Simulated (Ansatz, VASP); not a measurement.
**MgO: VASP beside Ansatz**

```xyz
8
Lattice="4.2149 0.0000 0.0000 0.0000 -4.2149 0.0000 0.0000 0.0000 -4.2149" Properties=species:S:1:pos:R:3 pbc="T T T"
Mg   -0.2249   -0.2249   -0.5300
Mg    2.1075   -2.1075    0.0000
Mg    2.1075    0.0000   -2.1075
Mg    0.0000   -2.1075   -2.1075
O     2.1075    0.0000    0.0000
O     0.0000   -2.1075    0.0000
O     0.0000    0.0000   -2.1075
O     2.1075   -2.1075   -2.1075
```

Alike in both runs: task single point; functional PBEsol; k mesh 6 × 6 × 6; occupations gaussian, width 0.05 eV; no spin polarisation.

|  | VASP | Ansatz |
| --- | --- | --- |
| version | VASP 6.6.1 | Ansatz 0.2.0 |
| potentials or method | VASP PAW PBE potentials, release 64 (Mg_sv, O), cutoff 840 eV | scalar-relativistic, plane waves, PAW |
| valence electrons in the cell | 64 | 64 |

|  | VASP | Ansatz | Ansatz less VASP |
| --- | --- | --- | --- |
| gap on the k mesh at the Fermi level (eV) | 4.48 | 4.47 | -0.001 |
| least direct gap on the mesh (eV) | 4.48 | 4.47 | -0.001 |
| pressure (GPa) | 12.6 | 12.3 | -0.30 |
| traceless stress, the component that is largest in VASP (GPa) | 15.75 | 15.43 | -0.319 |
| rms of the force components (eV/Å) | 2.760 | 2.708 | -0.0518 |

VASP's potentials were made for PBE, not for PBEsol, and Ansatz warns of the same on its side. Atom by atom the forces differ by 0.054 eV/Å (rms over components). With one functional, cell and mesh, what is left measures potentials, basis and numerics.
